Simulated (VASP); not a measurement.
# TiC (CsCl type) (Pm-3m) in VASP: further runs

Runs on TiC (CsCl type). Level: PBE. Tasks: relaxation of cell and atoms.

Program: VASP 6.6.1. These are calculated values, not measurements. Logs are shortened: lines on timing, memory, paths and dates and some standing lists are left out, and cuts for length are marked.

**1. The cell of the first run**

It takes space group Pm-3m (No. 221, cubic). Conventional cell: a = 2.664 Å, b = 2.664 Å, c = 2.664 Å, α = 90.00°, β = 90.00°, γ = 90.00°. Ti (site symmetry m-3m) has 8 C at 2.31 Å and 6 Ti at 2.66 Å within 3.0 Å. Within 3.0 Å of C (site symmetry m-3m) lie 8 Ti at 2.31 Å and 6 C at 2.66 Å.

**2. Relaxation of cell and atoms, PBE, target pressure 0.041 GPa, at which the enthalpy is minimised**

The input, INCAR:

```
PREC     = Accurate       # precision mode
ENCUT    = 600            # plane-wave cutoff, eV
EDIFF    = 1E-6           # SCF threshold, eV
ISMEAR   = -1             # smearing method
SIGMA    = 0.05           # smearing width, eV
LREAL    = False          # projectors in reciprocal space
LASPH    = True           # aspherical terms in the spheres
NELM     = 80             # most SCF steps
ALGO     = Normal         # electronic algorithm
ISIF     = 3              # what is computed and relaxed
LWAVE    = False          # write WAVECAR
LCHARG   = False          # write CHGCAR
GGA      = PE             # functional
IBRION   = 2              # ionic algorithm
NSW      = 60             # ionic steps
EDIFFG   = -0.005         # ionic threshold
PSTRESS  = 0.41000000000000003
```

The input, KPOINTS:

```
Automatic mesh
0
Gamma
  14 14 14
```

The input, POSCAR:

```
TiC
1.0
    2.6642002931      0.0000000000      0.0000000000
    0.0000000000      2.6642002931      0.0000000000
    0.0000000000      0.0000000000      2.6642002931
Ti C
1 1
Direct
    0.0000000000      0.0000000000      0.0000000000
    0.5000000000      0.5000000000      0.5000000000
```

Potentials or basis: VASP PAW PBE potentials, release 64 (Ti_sv, C).

Run with:

```bash
> cat potpaw_PBE.64/Ti_sv/POTCAR potpaw_PBE.64/C/POTCAR > POTCAR
> mpirun -np 1 vasp_std > vasp.out
```

OUTCAR:

```text
PREC = Accurate
   ENCUT = 600
   EDIFF = 1E-6
   ISMEAR = -1
   LREAL = False
   LASPH = True
   NELM = 80
   ISIF = 3
   GGA = PE
   IBRION = 2
   NSW = 60
   EDIFFG = -0.005
   PSTRESS = 0.41000000000000003

 ion  position               nearest neighbor table
   1  0.000  0.000  0.000-   2 2.31   2 2.31   2 2.31   2 2.31   2 2.31   2 2.31   2 2.31   2 2.31

   2  0.500  0.500  0.500-   1 2.31   1 2.31   1 2.31   1 2.31   1 2.31   1 2.31   1 2.31   1 2.31

  LATTYP: Found a simple cubic cell.
 ALAT       =     2.6642002931

  Lattice vectors:

 A1 = (   2.6642002931,   0.0000000000,   0.0000000000)
 A2 = (   0.0000000000,   2.6642002931,   0.0000000000)
 A3 = (   0.0000000000,   0.0000000000,   2.6642002931)

Analysis of symmetry for initial positions (statically):
=====================================================================
 Subroutine PRICEL returns:
 Original cell was already a primitive cell.

 Routine SETGRP: Setting up the symmetry group for a
 simple cubic supercell.

 Subroutine GETGRP returns: Found 48 space group operations
 (whereof 48 operations were pure point group operations)
 out of a pool of 48 trial point group operations.

The static configuration has the point symmetry O_h .

Analysis of symmetry for dynamics (positions and initial velocities):
=====================================================================
 Subroutine PRICEL returns:
 Original cell was already a primitive cell.

 Routine SETGRP: Setting up the symmetry group for a
 simple cubic supercell.

 Subroutine GETGRP returns: Found 48 space group operations
 (whereof 48 operations were pure point group operations)
 out of a pool of 48 trial point group operations.

The dynamic configuration has the point symmetry O_h .

 Subroutine INISYM returns: Found 48 space group operations
 (whereof 48 operations are pure point group operations),
 and found     1 'primitive' translations

----------------------------------------------------------------------------------------

                                     Primitive cell

  volume of cell :      18.9104

  direct lattice vectors                    reciprocal lattice vectors
     2.664200293  0.000000000  0.000000000     0.375347155  0.000000000  0.000000000
     0.000000000  2.664200293  0.000000000     0.000000000  0.375347155  0.000000000
     0.000000000  0.000000000  2.664200293     0.000000000  0.000000000  0.375347155

  length of vectors
     2.664200293  2.664200293  2.664200293     0.375347155  0.375347155  0.375347155

  position of ions in fractional coordinates (direct lattice)
     0.000000000  0.000000000  0.000000000
     0.500000000  0.500000000  0.500000000

  ion indices of the primitive-cell ions
   primitive index   ion index
                 1           1
                 2           2

----------------------------------------------------------------------------------------

 KPOINTS: Automatic mesh

Automatic generation of k-mesh.
 Grid dimensions read from file:
 generate k-points for:   14   14   14

 Generating k-lattice:

  Cartesian coordinates                     Fractional coordinates (reciprocal lattice)
     0.026810511  0.000000000  0.000000000     0.071428571  0.000000000  0.000000000
     0.000000000  0.026810511  0.000000000     0.000000000  0.071428571  0.000000000
     0.000000000  0.000000000  0.026810511     0.000000000  0.000000000  0.071428571

  Length of vectors
     0.026810511  0.026810511  0.026810511

  Shift w.r.t. Gamma in fractional coordinates (k-lattice)
     0.000000000  0.000000000  0.000000000

 Subroutine IBZKPT returns following result:
 ===========================================

 Found    120 irreducible k-points:

 Following reciprocal coordinates:
            Coordinates               Weight
  0.000000  0.000000  0.000000      1.000000
  0.071429  0.000000  0.000000      6.000000
  0.142857  0.000000  0.000000      6.000000
  0.214286  0.000000  0.000000      6.000000
  0.285714  0.000000  0.000000      6.000000
  0.357143  0.000000  0.000000      6.000000
[... 16 lines left out ...]
  0.285714  0.214286  0.000000     24.000000
  0.357143  0.214286  0.000000     24.000000
 [... further k-points ...]
   k-points           NKPTS =    120   k-points in BZ     NKDIM =    120   number of bands    NBANDS=     12
   number of dos      NEDOS =    301   number of ions     NIONS =      2
   total plane-waves  NPLWV =  13824
   dimension x,y,z NGX =    24 NGY =   24 NGZ =   24
   dimension x,y,z NGXF=    48 NGYF=   48 NGZF=   48
   ions per type =               1   1
   NGX,Y,Z   is equivalent  to a cutoff of  14.98, 14.98, 14.98 a.u.
   NGXF,Y,Z  is equivalent  to a cutoff of  29.95, 29.95, 29.95 a.u.
 SYSTEM =  unknown system
   PREC   = accura    normal or accurate (medium, high low for compatibility)
   ISTART =      0    job   : 0-new  1-cont  2-samecut
   ICHARG =      2    charge: 1-file 2-atom 10-const
   ISPIN  =      1    spin polarized calculation?
   LNONCOLLINEAR =      F non collinear calculations
   LSORBIT =      F    spin-orbit coupling
   LASPH  =      T    aspherical Exc in radial PAW
   ENCUT  =  600.0 eV  44.10 Ry    6.64 a.u.   5.32  5.32  5.32*2*pi/ulx,y,z
   NELM   =     80;   NELMIN=  2; NELMDL= -5     # of ELM steps
   EDIFF  = 0.1E-05   stopping-criterion for ELM
   LREAL  =      F    real-space projection
   EDIFFG = -.5E-02   stopping-criterion for IOM
   NSW    =     60    number of steps for IOM
   IBRION =      2    ionic relax: 0-MD 1-quasi-New 2-CG
   NFREE  =      1    steps in history (QN), initial steepest desc. (CG)
   ISIF   =      3    stress and relaxation
   ISYM   =      2    0-nonsym 1-usesym 2-fastsym
   POTIM  = 0.5000    time-step for ionic-motion
   TEBEG  =    0.0;   TEEND  =   0.0 temperature during run
   PSTRESS=    0.4 pullay stress
   NELECT =      16.0000    total number of electrons
   NUPDOWN=      -1.0000    fix difference up-down
   EMIN   =  10.00;   EMAX   =-10.00  energy-range for DOS
   EFERMI =   0.00;   METHOD = LEGACY
   ISMEAR =    -1;   SIGMA  =   0.05  broadening in eV -4-tet -1-fermi 0-gaus
   EFERMI_NEDOS =   21; number of points for ismear=-14 and -15
   IALGO  =     38    algorithm
   IMIX   =      4    mixing-type and parameters
     AMIX     =   0.40;   BMIX     =  1.00
     AMIX_MAG =   1.60;   BMIX_MAG =  1.00
  volume/ion in A,a.u.               =       9.46        63.81
  Fermi-wavevector in a.u.,A,eV,Ry     =   1.548393  2.926039 32.620265  2.397522
  Thomas-Fermi vector in A             =   2.653350
   LORBIT       =      0    0 simple, 1 ext, 2 COOP (PROOUT), +10 PAW based schemes
   GGA     = PE    functional components
   LHFCALC =     F    Hartree Fock is set to
   AEXX    =    0.0000 exact exchange contribution
   IVDW    =     0    specifies the selected vdW correction
   LEPSILON=     F    determine dielectric tensor
   LRPA    =     F    only Hartree local field effects (RPA)
 conjugate gradient relaxation of ions
 non-spin polarized calculation
  energy-cutoff  :      600.00
  volume of cell :       18.91
 maximum number of plane-waves:       651
 NGX is ok and might be reduce to    24
   NGX = 11   NGY = 11   NGZ = 11

--------------------------------------- Ionic step        1  -------------------------------------------

 number of electron      15.9999996 magnetization

 Free energy of the ion-electron system (eV)
  ---------------------------------------------------
  ext. energy  EPLUGINS =         0.00000000
  ---------------------------------------------------
  free energy    TOTEN  =       -16.33586437 eV

  energy without entropy =      -16.31271805  energy(sigma->0) =      -16.32429121

------------------------ aborting loop because EDIFF is reached ----------------------------------------

  FORCE on cell =-STRESS in cart. coord.  units (eV):
  Direction    XX          YY          ZZ          XY          YZ          ZX
  --------------------------------------------------------------------------------------
  -------------------------------------------------------------------------------------
  Total        1.4959769      1.4959769      1.4959769     -0.0000000     -0.0000000      0.0000000
  in kB      126.7461700    126.7461700    126.7461700     -0.0000000     -0.0000000      0.0000000
  external PRESSURE =     126.3361700 kB  Pullay stress =       0.4100000 kB
[... 23 lines left out ...]
  enthalpy is  TOTEN    =       -16.3310251641 eV   P V=        0.0048392035

--------------------------------------- Ionic step        2  -------------------------------------------

 number of electron      16.0000003 magnetization

 E-fermi :   9.4007     XC(G=0): -12.6091

 val. band max:        9.3915965540   @ k =   0.4286   0.3571   0.0714
 cond. band min:       9.4008153979   @ k =   0.1429   0.0714   0.0714
 fundamental gap:      0.0092188438
 Fermi energy:         9.4006914219

 k-point     1 :       0.0000    0.0000    0.0000
  band No.  band energies     occupation
      1     -47.4518      2.00000
      2     -23.3944      2.00000
      3     -23.3944      2.00000
      4     -23.3944      2.00000
      5      -3.3097      2.00000
      6       7.9562      2.00000
      7       7.9562      2.00000
      8      10.8074      0.00000
      9      10.8074      0.00000
     10      10.8074      0.00000
     11      12.4611      0.00000
     12      12.4611      0.00000
[... 412 lines left out ...]
  FREE ENERGIE OF THE ION-ELECTRON SYSTEM (eV)
  ---------------------------------------------------
  free  energy   TOTEN  =       -16.3748563300 eV

  energy  without entropy=      -16.3505372075  energy(sigma->0) =      -16.36269677

  enthalpy is  TOTEN    =       -16.3697536877 eV   P V=        0.0051026423

[... ionic steps 4 to 12 ...]

--------------------------------------- Ionic step       13  -------------------------------------------

 number of electron      16.0000003 magnetization

------------------------ aborting loop because EDIFF is reached ----------------------------------------

  FORCE on cell =-STRESS in cart. coord.  units (eV):
  Direction    XX          YY          ZZ          XY          YZ          ZX
  --------------------------------------------------------------------------------------
  -------------------------------------------------------------------------------------
  Total        0.0190813      0.0190813      0.0190813      0.0000000      0.0000000      0.0000000
  in kB        1.5347460      1.5347460      1.5347460      0.0000000      0.0000000      0.0000000
  external PRESSURE =       1.1247460 kB  Pullay stress =       0.4100000 kB
[... 61 lines left out ...]
  enthalpy is  TOTEN    =       -16.3697531003 eV   P V=        0.0050975383

--------------------------------------- Ionic step       15  -------------------------------------------

 number of electron      16.0000003 magnetization

 Free energy of the ion-electron system (eV)
  ---------------------------------------------------
  ext. energy  EPLUGINS =         0.00000000
  ---------------------------------------------------
  free energy    TOTEN  =       -16.37485132 eV

  energy without entropy =      -16.35055235  energy(sigma->0) =      -16.36270184

 E-fermi :  10.0562     XC(G=0): -12.8878

 val. band max:       10.0530061419   @ k =   0.2857   0.2143   0.0000
 cond. band min:      10.0628450909   @ k =   0.4286   0.2857   0.0000
 fundamental gap:      0.0098389490
 Fermi energy:        10.0562479318

 k-point     1 :       0.0000    0.0000    0.0000
  band No.  band energies     occupation
      1     -46.6900      2.00000
      2     -22.5855      2.00000
      3     -22.5855      2.00000
      4     -22.5855      2.00000
      5      -2.9630      2.00000
      6       8.4814      2.00000
      7       8.4814      2.00000
      8      11.5358      0.00000
      9      11.5358      0.00000
     10      11.5358      0.00000
     11      13.3330      0.00000
     12      13.3330      0.00000
[... 374 lines left out ...]
  FREE ENERGIE OF THE ION-ELECTRON SYSTEM (eV)
  ---------------------------------------------------
  free  energy   TOTEN  =       -16.3748513242 eV

  energy  without entropy=      -16.3505523533  energy(sigma->0) =      -16.36270184

  enthalpy is  TOTEN    =       -16.3697536401 eV   P V=        0.0050976841

 reached required accuracy - stopping structural energy minimisation
```

Run time: 1.8 min. Hardware: 1 thread of Intel Xeon 6975P-C (Granite Rapids), shared host; peak memory 0.17 GiB.

What came out:

| Quantity | Value |
| --- | --- |
| Free energy | -16.3749 eV |
| Relaxed volume | 9.96 Å³/atom |
| Relaxed cell | a = 2.711 Å, b = 2.711 Å, c = 2.711 Å, α = 90.00°, β = 90.00°, γ = 90.00° |
| Space group after relaxing (to 0.05 Å) | Pm-3m (No. 221) |
| Energy change on relaxing (the enthalpy is what falls) | -19.5 meV/atom |
| Ionic steps | 15 |
| Pressure after relaxing | 0.1 GPa |
| Band gap on the k mesh | zero (band 8 reaches 11.54 eV, above the bottom of band 9 at 9.33 eV) |

Step by step:
```tsv
step	energy change (eV)	largest force (eV/Å)	pressure (GPa)	volume (Å³)
1	0.0000	0.0000	12.67	18.91
2	-0.0019	0.0000	-10.36	21.03
3	-0.0390	0.0000	-0.05	19.94
4	-0.0390	0.0000	0.13	19.92
5	-0.0390	0.0000	0.14	19.92
6	-0.0390	0.0000	0.14	19.92
7	-0.0390	0.0000	0.16	19.92
8	-0.0390	0.0000	0.16	19.92
9	-0.0390	0.0000	0.16	19.92
10	-0.0390	0.0000	0.16	19.92
11	-0.0390	0.0000	0.16	19.92
12	-0.0390	0.0000	0.16	19.92
13	-0.0390	0.0000	0.15	19.92
14	-0.0390	0.0000	0.14	19.92
15	-0.0390	0.0000	0.11	19.92
```

Final structure:
```yaml
crystal:
  lattice:
    - [2.71082, 0.00000, 0.00000]
    - [0.00000, 2.71082, 0.00000]
    - [0.00000, 0.00000, 2.71082]
  atoms:
    - { symbol: Ti, position: [0.00000, 0.00000, 0.00000] }
    - { symbol: C, position: [0.50000, 0.50000, 0.50000] }
```

Caveat: the cell is relaxed towards a set pressure, so the enthalpy falls and the energy may rise.

**3. Relaxation of cell and atoms, PBE, target pressure 0.041 GPa, at which the enthalpy is minimised**

This run uses another cell than the first one, of 9.96 Å³/atom, 1.053 times its volume.

The input, INCAR:

```
SYSTEM = TiC
ALGO = Normal
EDIFF = 1E-6
EDIFFG = -0.005
ENCUT = 600
GGA = PE
IBRION = 2
ISIF = 3
ISMEAR = -1
LASPH = .TRUE.
LCHARG = .FALSE.
LREAL = .FALSE.
LWAVE = .FALSE.
NELM = 100
NSW = 32
PREC = Accurate
PSTRESS = 0.41000000000000003
SIGMA = 0.05
```

The input, KPOINTS:

```
k-points
0
G
  14 14 14
  0 0 0
```

The input, POSCAR:

```
TiC
1.0
    2.7105561008      0.0000000000      0.0000000000
    0.0000000000      2.7105561008      0.0000000000
    0.0000000000      0.0000000000      2.7105561008
Ti C
1 1
Direct
    0.0000000000      0.0000000000      0.0000000000
    0.5000000000      0.5000000000      0.5000000000
```

Potentials or basis: VASP PAW PBE potentials, release 64 (Ti_sv, C).

Run with:

```bash
> cat potpaw_PBE.64/Ti_sv/POTCAR potpaw_PBE.64/C/POTCAR > POTCAR
> mpirun -np 1 vasp_std > vasp.out
```

Run time: 18 s. Hardware: 1 thread of Intel Xeon 6975P-C (Granite Rapids), shared host; peak memory 0.17 GiB.

Results (log left out):

| Quantity | Value |
| --- | --- |
| Free energy | -16.3760 eV |
| Pressure after relaxing | 0.1 GPa |
| Band gap on the k mesh | zero (band 8 reaches 11.54 eV, above the bottom of band 9 at 9.33 eV) |

Final structure:
```
Ti C
1.0
     2.71056    0.00000    0.00000
     0.00000    2.71056    0.00000
     0.00000    0.00000    2.71056
Ti C
1 1
Direct
  0.00000 0.00000 0.00000
  0.50000 0.50000 0.50000
```

Levels at points of the mesh, in eV from the Fermi level:
```csv
k point,band 6,band 7,band 8,band 9,band 10,band 11
"(0.00, 0.00, 0.00)",-1.58,-1.58,1.48,1.48,1.48,3.28
"(0.50, 0.00, 0.00)",-6.39,-0.96,-0.96,-0.68,3.51,4.30
"(0.50, 0.50, 0.00)",-3.23,-3.23,-0.62,1.77,1.77,2.80
"(0.50, 0.50, 0.50)",-5.35,-5.35,-5.35,4.60,4.60,6.83
```

Caveat: the relaxation stopped at its first step, so nothing moved; the cell is relaxed towards a set pressure, so the enthalpy falls and the energy may rise.
